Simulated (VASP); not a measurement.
A run of VASP 6.6.1:

Contents of INCAR:

```
PREC = Accurate ; ENCUT = 520
EDIFF = 1E-7 ; ISMEAR = 0
SIGMA = 0.1 ; LREAL = F
LASPH = T ; NELM = 80
ALGO = Normal ; ISIF = 2
LWAVE = F ; LCHARG = F
GGA = PS ; ISYM = 0
NBANDS = 14
```

The input KPOINTS:

```
Automatic mesh
0
Gamma
  11 11 16
```

Contents of POSCAR:

```
HfN
1.0
    3.2733712079     -0.0000001740      0.0010671725
   -0.0000001740      3.2733712079      0.0010671725
    1.6373950849      1.6373950849      2.2278998568
Hf N
1 1
Direct
    0.0000000000      0.0000000000      0.0000000000
    0.5000000000      0.5000000000      0.0000000000
```

Potentials or basis: VASP PAW PBE potentials, release 64 (Hf_pv, N).

Run with:

```sh
$ cat potpaw_PBE.64/Hf_pv/POTCAR potpaw_PBE.64/N/POTCAR > POTCAR
$ mpirun -np 1 vasp_std > vasp.out
```

Hardware: 1 thread of AMD EPYC 7R13 (shared host).

Task: How long does it take, and how much memory?

Result: Wall time 6.4 min on 1 thread of AMD EPYC 7R13, with other jobs on the host, peak memory 0.4 GiB. Counts: scf iterations 14, k points 969.
